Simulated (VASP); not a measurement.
# Re (P6_3/mmc) in VASP: relaxation of cell and atoms with r2SCAN

Aim: the relaxation of cell and atoms of Re with r2SCAN.

Everything below comes from runs of VASP 6.6.1. Logs are shortened: lines on timing, memory, paths and dates and some standing lists are left out, and cuts for length are marked.

## Step 1: The cell of the first run

It takes space group P6_3/mmc (No. 194, hexagonal). The conventional cell has a = 2.759 Å, b = 2.759 Å, c = 4.459 Å, α = 90.00°, β = 90.00°, γ = 120.00°. Within 3.6 Å of Re (site symmetry -6m2) lie 12 Re at 2.74 to 2.76 Å.

## Step 2: Relaxation of cell and atoms, r2SCAN, target pressure 2 GPa, at which the enthalpy is minimised

POSCAR reads:

```
Re
1.0
    2.7593321937      0.0000000000      0.0000000000
   -1.3796660968      2.3896517772      0.0000000000
    0.0000000000      0.0000000000      4.4592644694
Re
2
Direct
    0.3333333333      0.6666666667      0.2500000000
    0.6666666667      0.3333333333      0.7500000000
```

INCAR.step1 reads:

```
SYSTEM = Re
ALGO     = Normal         ! electronic algorithm
EDIFF    = 1E-4           ! SCF threshold, eV
ENCUT    = 600            ! plane-wave cutoff, eV
GGA      = PE             ! functional
ISMEAR   = -1             ! smearing method
LASPH    = .True.         ! aspherical terms in the spheres
LCHARG   = .False.        ! write CHGCAR
LREAL    = .False.        ! projectors in reciprocal space
LWAVE    = .True.         ! write WAVECAR
NELM     = 60             ! most SCF steps
PREC     = Accurate       ! precision mode
SIGMA    = 0.1            ! smearing width, eV
```

INCAR.step2 reads:

```
SYSTEM = Re
ALGO     = Normal         ! electronic algorithm
EDIFF    = 1E-7           ! SCF threshold, eV
EDIFFG   = -0.002         ! ionic threshold
ENCUT    = 600            ! plane-wave cutoff, eV
IBRION   = 2              ! ionic algorithm
ISIF     = 3              ! what is computed and relaxed
ISMEAR   = -1             ! smearing method
ISTART   = 1            
LASPH    = .True.         ! aspherical terms in the spheres
LCHARG   = .False.        ! write CHGCAR
LMIXTAU  = .True.       
LREAL    = .False.        ! projectors in reciprocal space
LWAVE    = .False.        ! write WAVECAR
METAGGA  = R2SCAN         ! meta-GGA
NELM     = 60             ! most SCF steps
NSW      = 100            ! ionic steps
PREC     = Accurate       ! precision mode
PSTRESS  = 20.0         
SIGMA    = 0.1            ! smearing width, eV
```

KPOINTS reads:

```
k-points
0
Gamma
  20 20 12
  0 0 0
```

Potentials or basis: VASP PAW PBE potentials, release 64 (Re).

Command:

```sh
$ cat potpaw_PBE.64/Re/POTCAR > POTCAR
$ cp INCAR.step1 INCAR
$ mpirun -np 1 vasp_std > vasp.out
$ cp INCAR.step2 INCAR
$ mpirun -np 1 vasp_std > vasp.out
```

OUTCAR:

```text
SYSTEM = Re
   EDIFF = 1E-7
   EDIFFG = -0.002
   ENCUT = 600
   IBRION = 2
   ISIF = 3
   ISMEAR = -1
   ISTART = 1
   LASPH = .True.
   LREAL = .False.
   METAGGA = R2SCAN
   NELM = 60
   NSW = 100
   PREC = Accurate
   PSTRESS = 20.0

 ion  position               nearest neighbor table
   1  0.333  0.667  0.250-   2 2.74   2 2.74   2 2.74   2 2.74   2 2.74   2 2.74
   2  0.667  0.333  0.750-   1 2.74   1 2.74   1 2.74   1 2.74   1 2.74   1 2.74

  LATTYP: Found a hexagonal cell.
 ALAT       =     2.7593321937
 C/A-ratio  =     1.6160665539

  Lattice vectors:

 A1 = (   2.7593321937,   0.0000000000,   0.0000000000)
 A2 = (  -1.3796660968,   2.3896517772,   0.0000000000)
 A3 = (   0.0000000000,   0.0000000000,   4.4592644694)

Analysis of symmetry for initial positions (statically):
=====================================================================
 Subroutine PRICEL returns:
 Original cell was already a primitive cell.

 Routine SETGRP: Setting up the symmetry group for a
 hexagonal supercell.

 Subroutine GETGRP returns: Found 24 space group operations
 (whereof 12 operations were pure point group operations)
 out of a pool of 24 trial point group operations.

The static configuration has the point symmetry D_3d.
 The point group associated with its full space group is D_6h.

Analysis of symmetry for dynamics (positions and initial velocities):
=====================================================================
 Subroutine PRICEL returns:
 Original cell was already a primitive cell.

 Routine SETGRP: Setting up the symmetry group for a
 hexagonal supercell.

 Subroutine GETGRP returns: Found 24 space group operations
 (whereof 12 operations were pure point group operations)
 out of a pool of 24 trial point group operations.

The dynamic configuration has the point symmetry D_3d.
 The point group associated with its full space group is D_6h.

 Subroutine INISYM returns: Found 24 space group operations
 (whereof 12 operations are pure point group operations),
 and found     1 'primitive' translations

----------------------------------------------------------------------------------------

                                     Primitive cell

  volume of cell :      29.4037

  direct lattice vectors                    reciprocal lattice vectors
     2.759332194  0.000000000  0.000000000     0.362406528  0.209235507  0.000000000
    -1.379666097  2.389651777  0.000000000     0.000000000  0.418471013  0.000000000
     0.000000000  0.000000000  4.459264469     0.000000000  0.000000000  0.224252230

  length of vectors
     2.759332194  2.759332194  4.459264469     0.418471013  0.418471013  0.224252230

  position of ions in fractional coordinates (direct lattice)
     0.333333333  0.666666667  0.250000000
     0.666666667  0.333333333  0.750000000

  ion indices of the primitive-cell ions
   primitive index   ion index
                 1           1
                 2           2

----------------------------------------------------------------------------------------

 KPOINTS: k-points

Automatic generation of k-mesh.
 Grid dimensions read from file:
 generate k-points for:   20   20   12

 Generating k-lattice:

  Cartesian coordinates                     Fractional coordinates (reciprocal lattice)
     0.018120326  0.010461775  0.000000000     0.050000000 -0.000000000  0.000000000
     0.000000000  0.020923551  0.000000000     0.000000000  0.050000000  0.000000000
     0.000000000  0.000000000  0.018687686     0.000000000  0.000000000  0.083333333

  Length of vectors
     0.020923551  0.020923551  0.018687686

  Shift w.r.t. Gamma in fractional coordinates (k-lattice)
     0.000000000  0.000000000  0.000000000

 Subroutine IBZKPT returns following result:
 ===========================================

 Found    308 irreducible k-points:

 Following reciprocal coordinates:
            Coordinates               Weight
  0.000000  0.000000  0.000000      1.000000
  0.050000 -0.000000  0.000000      6.000000
  0.100000  0.000000  0.000000      6.000000
  0.150000  0.000000  0.000000      6.000000
  0.200000  0.000000  0.000000      6.000000
  0.250000  0.000000  0.000000      6.000000
[... 16 lines left out ...]
  0.200000  0.100000  0.000000     12.000000
  0.250000  0.100000  0.000000     12.000000
 [... further k-points ...]
   k-points           NKPTS =    308   k-points in BZ     NKDIM =    308   number of bands    NBANDS=     11
   number of dos      NEDOS =    301   number of ions     NIONS =      2
   total plane-waves  NPLWV =  20736
   dimension x,y,z NGX =    24 NGY =   24 NGZ =   36
   dimension x,y,z NGXF=    48 NGYF=   48 NGZF=   72
   ions per type =               2
   NGX,Y,Z   is equivalent  to a cutoff of  14.46, 14.46, 13.42 a.u.
   NGXF,Y,Z  is equivalent  to a cutoff of  28.92, 28.92, 26.84 a.u.
 SYSTEM =  Re
   PREC   = accura    normal or accurate (medium, high low for compatibility)
   ISTART =      1    job   : 0-new  1-cont  2-samecut
   ICHARG =      0    charge: 1-file 2-atom 10-const
   ISPIN  =      1    spin polarized calculation?
   LNONCOLLINEAR =      F non collinear calculations
   LSORBIT =      F    spin-orbit coupling
   LASPH  =      T    aspherical Exc in radial PAW
   ENCUT  =  600.0 eV  44.10 Ry    6.64 a.u.   5.51  5.51  8.91*2*pi/ulx,y,z
   NELM   =     60;   NELMIN=  2; NELMDL=  0     # of ELM steps
   EDIFF  = 0.1E-06   stopping-criterion for ELM
   LREAL  =      F    real-space projection
   EDIFFG = -.2E-02   stopping-criterion for IOM
   NSW    =    100    number of steps for IOM
   IBRION =      2    ionic relax: 0-MD 1-quasi-New 2-CG
   NFREE  =      1    steps in history (QN), initial steepest desc. (CG)
   ISIF   =      3    stress and relaxation
   ISYM   =      2    0-nonsym 1-usesym 2-fastsym
   POTIM  = 0.5000    time-step for ionic-motion
   TEBEG  =    0.0;   TEEND  =   0.0 temperature during run
   PSTRESS=   20.0 pullay stress
   NELECT =      14.0000    total number of electrons
   NUPDOWN=      -1.0000    fix difference up-down
   EMIN   =  10.00;   EMAX   =-10.00  energy-range for DOS
   EFERMI =   0.00;   METHOD = LEGACY
   ISMEAR =    -1;   SIGMA  =   0.10  broadening in eV -4-tet -1-fermi 0-gaus
   EFERMI_NEDOS =   21; number of points for ismear=-14 and -15
   IALGO  =     38    algorithm
   IMIX   =      4    mixing-type and parameters
     AMIX     =   0.40;   BMIX     =  1.00
     AMIX_MAG =   1.60;   BMIX_MAG =  1.00
  volume/ion in A,a.u.               =      14.70        99.21
  Fermi-wavevector in a.u.,A,eV,Ry     =   1.278351  2.415734 22.234398  1.634182
  Thomas-Fermi vector in A             =   2.410899
   LORBIT       =      0    0 simple, 1 ext, 2 COOP (PROOUT), +10 PAW based schemes
   METAGGA = R2SCAN    functional components
   LHFCALC =     F    Hartree Fock is set to
   AEXX    =    0.0000 exact exchange contribution
   IVDW    =     0    specifies the selected vdW correction
   LEPSILON=     F    determine dielectric tensor
   LRPA    =     F    only Hartree local field effects (RPA)
 conjugate gradient relaxation of ions
 non-spin polarized calculation
  energy-cutoff  :      600.00
  volume of cell :       29.40
 maximum number of plane-waves:      1007
 NGX is ok and might be reduce to    24
   NGX = 11   NGY = 11   NGZ = 17

--------------------------------------- Ionic step        1  -------------------------------------------

 number of electron      14.0000000 magnetization

 Free energy of the ion-electron system (eV)
  ---------------------------------------------------
  ext. energy  EPLUGINS =         0.00000000
  ---------------------------------------------------
  free energy    TOTEN  =      -104.92810872 eV

  energy without entropy =     -104.87664574  energy(sigma->0) =     -104.90237723

------------------------ aborting loop because EDIFF is reached ----------------------------------------

  FORCE on cell =-STRESS in cart. coord.  units (eV):
  Direction    XX          YY          ZZ          XY          YZ          ZX
  --------------------------------------------------------------------------------------
  -------------------------------------------------------------------------------------
  Total        0.0395095      0.0395095      0.0251827      0.0000000     -0.0000000      0.0000000
  in kB        2.1528304      2.1528304      1.3721789      0.0000000     -0.0000000      0.0000000
  external PRESSURE =     -18.1073868 kB  Pullay stress =      20.0000000 kB

 VOLUME and BASIS-vectors are now :
 -----------------------------------------------------------------------------
  energy-cutoff  :      600.00
  volume of cell :       29.40
      direct lattice vectors                 reciprocal lattice vectors
     2.759332194  0.000000000  0.000000000     0.362406528  0.209235507  0.000000000
    -1.379666097  2.389651777  0.000000000     0.000000000  0.418471013  0.000000000
     0.000000000  0.000000000  4.459264469     0.000000000  0.000000000  0.224252230
[... 46 lines left out ...]
  FREE ENERGIE OF THE ION-ELECTRON SYSTEM (eV)
  ---------------------------------------------------
  free  energy   TOTEN  =      -104.9058088980 eV

  energy  without entropy=     -104.8559328858  energy(sigma->0) =     -104.88087089

  enthalpy is  TOTEN    =      -104.5475182559 eV   P V=        0.3582906421

--------------------------------------- Ionic step        3  -------------------------------------------

 number of electron      14.0000000 magnetization

 Free energy of the ion-electron system (eV)
  ---------------------------------------------------
  ext. energy  EPLUGINS =         0.00000000
  ---------------------------------------------------
  free energy    TOTEN  =      -104.92721960 eV

  energy without entropy =     -104.87605777  energy(sigma->0) =     -104.90163869

 E-fermi :   7.7514     XC(G=0): -15.0231

 val. band max:        7.7420776758   @ k =   0.0500  -0.0000   0.0000
 cond. band min:       7.7613905766   @ k =   0.2000   0.0000   0.0833
 fundamental gap:      0.0193129008
 Fermi energy:         7.7513900976

 k-point     1 :       0.0000    0.0000    0.0000
  band No.  band energies     occupation
      1      -2.6315      2.00000
      2       0.7789      2.00000
      3       6.0896      2.00000
      4       6.1154      2.00000
      5       6.1154      2.00000
      6       6.9853      1.99906
      7       6.9853      1.99906
      8       7.9782      0.18752
      9       7.9782      0.18752
     10       8.3038      0.00795
     11      11.2990      0.00000

 k-point     2 :       0.0500   -0.0000    0.0000
  band No.  band energies     occupation
      1      -2.5230      2.00000
      2       0.8808      2.00000
      3       5.7567      2.00000
      4       6.2140      2.00000
      5       6.4099      2.00000
      6       6.9055      1.99958
      7       7.0784      1.99761
      8       7.7421      1.04653
      9       7.8936      0.38858
     10       8.0451      0.10074
     11      11.3561      0.00000
[... 295 lines left out ...]
 k-point    24 :       0.2500    0.1000    0.0000
  band No.  band energies     occupation
      1       0.6749      2.00000
      2       2.5140      2.00000
      3       3.4560      2.00000
      4       4.3236      2.00000
      5       5.8840      2.00000
      6       6.0270      2.00000
      7       7.0568      1.99808
      8       8.7278      0.00011
      9       9.7693      0.00000
     10      10.6951      0.00000
     11      11.9744      0.00000

 [... further k-points ...]

------------------------ aborting loop because EDIFF is reached ----------------------------------------

  FORCE on cell =-STRESS in cart. coord.  units (eV):
  Direction    XX          YY          ZZ          XY          YZ          ZX
  --------------------------------------------------------------------------------------
  -------------------------------------------------------------------------------------
  Total        0.3692017      0.3692017      0.3619177      0.0000000      0.0000000      0.0000000
  in kB       20.2091741     20.2091741     19.8104660      0.0000000      0.0000000      0.0000000
  external PRESSURE =       0.0762714 kB  Pullay stress =      20.0000000 kB

 VOLUME and BASIS-vectors are now :
 -----------------------------------------------------------------------------
  energy-cutoff  :      600.00
  volume of cell :       29.27
      direct lattice vectors                 reciprocal lattice vectors
     2.755210338  0.000000000  0.000000000     0.362948696  0.209548527  0.000000000
    -1.377605169  2.386082146 -0.000000000    -0.000000000  0.419097055  0.000000000
     0.000000000 -0.000000000  4.452311910    -0.000000000  0.000000000  0.224602413

 POSITION                                       TOTAL-FORCE (eV/Angst)
 -----------------------------------------------------------------------------------
     -0.00000      1.59072      1.11308         0.000000     -0.000000      0.000000
      1.37761      0.79536      3.33923        -0.000000      0.000000      0.000000
 -----------------------------------------------------------------------------------
    total drift:                               -0.000000      0.000000     -0.000000

  FREE ENERGIE OF THE ION-ELECTRON SYSTEM (eV)
  ---------------------------------------------------
  free  energy   TOTEN  =      -104.9272196026 eV

  energy  without entropy=     -104.8760577738  energy(sigma->0) =     -104.90163869

  enthalpy is  TOTEN    =      -104.5618392881 eV   P V=        0.3653803145

 reached required accuracy - stopping structural energy minimisation
```

It took 27 min on 1 thread of Intel Xeon 8259CL, shared host; peak memory 0.27 GiB.

What came out:

```yaml
Free_energy: -104.9272 eV
Relaxed_volume: 14.64 Å³/atom
Relaxed_cell: a = 2.755 Å, b = 2.755 Å, c = 4.452 Å, α = 90.00°, β = 90.00°, γ = 120.00°
Space_group_after_relaxing_to_0.1_Å: P6_3/mmc (No. 194)
Energy_change_on_relaxing_the_run_minimises_the_enthalpy: +0.4 meV/atom
Ionic_steps: 3
Pressure_after_relaxing: 2.0 GPa
Band_gap_on_the_k_mesh: zero (bands 7 and 8 overlap by 3.39 eV)
```

Step by step:
```tsv
step	energy change (eV)	largest force (eV/Å)	pressure (GPa)	volume (Å³)
1	0.0000	0.0000	0.19	29.40
2	0.0223	0.0000	10.27	28.70
3	0.0009	0.0000	2.01	29.27
```

Final structure:
```
Re
1.0
     2.75521    0.00000    0.00000
    -1.37761    2.38608    0.00000
     0.00000    0.00000    4.45231
Re
2
Direct
  0.33333 0.66667 0.25000
  0.66667 0.33333 0.75000
```

Levels at points of the mesh, in eV from the Fermi level:
| k point | band 3 | band 4 | band 5 | band 6 | band 7 | band 8 | band 9 | band 10 | band 11 |
| --- | --- | --- | --- | --- | --- | --- | --- | --- | --- |
| (0.00, 0.00, 0.00) | -1.66 | -1.64 | -1.64 | -0.77 | -0.77 | 0.23 | 0.23 | 0.55 | 3.55 |
| (0.50, 0.00, 0.00) | -5.53 | -2.00 | -1.88 | -1.46 | -0.64 | 4.15 | 4.58 | 4.71 | 6.32 |
| (0.00, 0.00, 0.50) | -2.53 | -2.53 | -1.77 | -1.77 | -1.77 | -1.77 | 2.69 | 2.69 | 2.69 |
| (0.50, 0.00, 0.50) | -4.31 | -4.31 | 0.44 | 0.44 | 0.92 | 0.92 | 4.48 | 4.48 | 4.99 |

Caveat: the cell is relaxed towards a set pressure, so the run minimises the enthalpy, not the energy; the PAW data sets were made with another functional, which shifts forces and pressure a little; spin-orbit coupling is left out, which moves the levels of the heavy elements.
